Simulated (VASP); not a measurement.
Input of a VASP 6.6.1 run:

Contents of INCAR:

```
PREC = Accurate
ENCUT = 520
EDIFF = 1E-7
ISMEAR = 0
SIGMA = 0.02
LREAL = Auto
LASPH = True
NELM = 100
ALGO = Normal
ISIF = 2
LWAVE = False
LCHARG = True
GGA = PE
IVDW = 12
LELF = True
LVHAR = True
NBANDS = 53
```

The input KPOINTS:

```
Automatic mesh
0
Gamma
  2 2 2
```

Contents of POSCAR:

```
Si16Ge
1.0
    0.0000000000      5.4300000000      5.4300000000
    5.4300000000      0.0000000000      5.4300000000
    5.4300000000      5.4300000000      0.0000000000
Si Ge
16 1
Direct
    0.0021631939      0.0075221425     -0.0113651219
    0.1300181576      0.1303858929      0.1202070377
    0.0071440985      0.0025391819      0.5024691040
    0.1247769195      0.1251103566      0.6254458455
   -0.0025825859      0.5011591912      0.0014264741
    0.1278407435      0.6220432354      0.1223764050
    0.0017922453      0.4882980924      0.5078413035
    0.1298550007      0.6200457631      0.6305435722
    0.5007905118     -0.0021694503      0.0007260136
    0.6196453628      0.1302347538      0.1203551946
    0.4879585529      0.0021563145      0.5028473173
    0.6217306709      0.1281681565      0.6284822851
    0.5000985629      0.5011244389      0.0014725080
    0.6247358917      0.6251473617      0.1254953760
    0.5007367504      0.5004117986      0.4981749485
    0.6195065959      0.6198852412      0.6307011909
    0.8747727278      0.8751083293      0.3754645461
```

Potentials or basis: VASP PAW PBE potentials, release 64 (Si, Ge_d).

Command:

```console
$ cat potpaw_PBE.64/Si/POTCAR potpaw_PBE.64/Ge_d/POTCAR > POTCAR
$ mpirun -np 1 vasp_std > vasp.out
```

Q: Estimate the largest force.

A: 0.008 eV/Å.

Q: Estimate the band gap on the k mesh.

A: Zero (bands 39 and 40 overlap by 0.34 eV).

Q: What does it give for the dispersion energy per atom?

A: -0.333 eV.

Stress tensor (GPa, compression positive):
```
3.39 0.00 0.00
0.00 3.81 0.00
0.00 0.00 3.84
```

Caveat: the k points lie up to 0.50 Å⁻¹ apart.
